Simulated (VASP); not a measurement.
Here is a VASP 6.6.1 calculation.

INCAR

```
ALGO = Normal
EDIFF = 1E-6
ENCUT = 520
GGA = CA
ISIF = 2
ISMEAR = 0
LASPH = True
LCHARG = False
LREAL = False
LWAVE = False
NBANDS = 32
NELM = 60
PREC = Accurate
SIGMA = 0.1
```

Contents of KPOINTS:

```
k-points
0
Gamma
  12 12 12
```

The input POSCAR:

```
VN2
1.0
   -2.1507500000      2.1507500000      2.4913500000
    2.1507500000     -2.1507500000      2.4913500000
    2.1507500000      2.1507500000     -2.4913500000
V N
2 4
Direct
    0.2500000000      0.2500000000      0.0000000000
    0.7500000000      0.7500000000      0.0000000000
    0.1151000000      0.6151000000      0.7302000000
    0.6151000000      0.8849000000      0.5000000000
    0.8849000000      0.3849000000      0.2698000000
    0.3849000000      0.1151000000      0.5000000000
```

Potentials or basis: VASP PAW LDA potentials, release 64 (V_sv, N).

Command:

```sh
$ cat potpaw_LDA.64/V_sv/POTCAR potpaw_LDA.64/N/POTCAR > POTCAR
$ mpirun -np 1 vasp_std > vasp.out
```

Q: Predict the largest force.

A: 0.543 eV/Å.

Q: Estimate the pressure.

A: -18.6 GPa.

Forces in eV/Å, atoms in the order of the input:
```
V    0.000  0.000  0.000
V    0.000  0.000  0.000
N   -0.384 -0.384  0.000
N    0.384 -0.384  0.000
N    0.384  0.384  0.000
N   -0.384  0.384  0.000
```

Caveat: the cell stands under tension; the run has no spin polarisation, though such a crystal can be magnetic.
